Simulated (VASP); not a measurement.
A run of VASP 6.6.1 is set up as follows.

File INCAR:

```
SYSTEM = CuO
ALGO = Normal ; EDIFF = 1E-7
EDIFFG = -0.01 ; ENCUT = 600
GGA = PE ; IBRION = 2
ISIF = 3 ; ISMEAR = -1
LASPH = .True. ; LCHARG = .False.
LDAU = .True. ; LDAUJ = 0 0
LDAUL = 2 -1 ; LDAUPRINT = 1
LDAUTYPE = 2 ; LDAUU = 4 0
LMAXMIX = 4 ; LREAL = .False.
LWAVE = .False. ; NELM = 150
NSW = 60 ; PREC = Accurate
SIGMA = 0.05
```

Contents of KPOINTS:

```
k-points
0
Gamma
  10 10 10
  0 0 0
```

Contents of POSCAR:

```
CuO
1.0
    2.5525506100      0.0000000000      0.0000000000
    0.0000000000      2.5525506100      0.0000000000
    0.0000000000      0.0000000000      2.5525506100
Cu O
1 1
Direct
    0.0000000000      0.0000000000      0.0000000000
    0.5000000000      0.5000000000      0.5000000000
```

Potentials or basis: VASP PAW PBE potentials, release 64 (Cu, O).

Command:

```bash
$ cat potpaw_PBE.64/Cu/POTCAR potpaw_PBE.64/O/POTCAR > POTCAR
$ mpirun -np 1 vasp_std > vasp.out
```

(1) Estimate the relaxed volume.

(2) Predict the relaxed cell.

Results:

(1) 9.03 Å³/atom.

(2) a = 2.624 Å, b = 2.624 Å, c = 2.624 Å, α = 90.00°, β = 90.00°, γ = 90.00°.

Caveat: an odd number of electrons without spin polarisation forces a metal; a magnetic or distorted state may lie lower; U without spin polarisation on a metal has little footing.
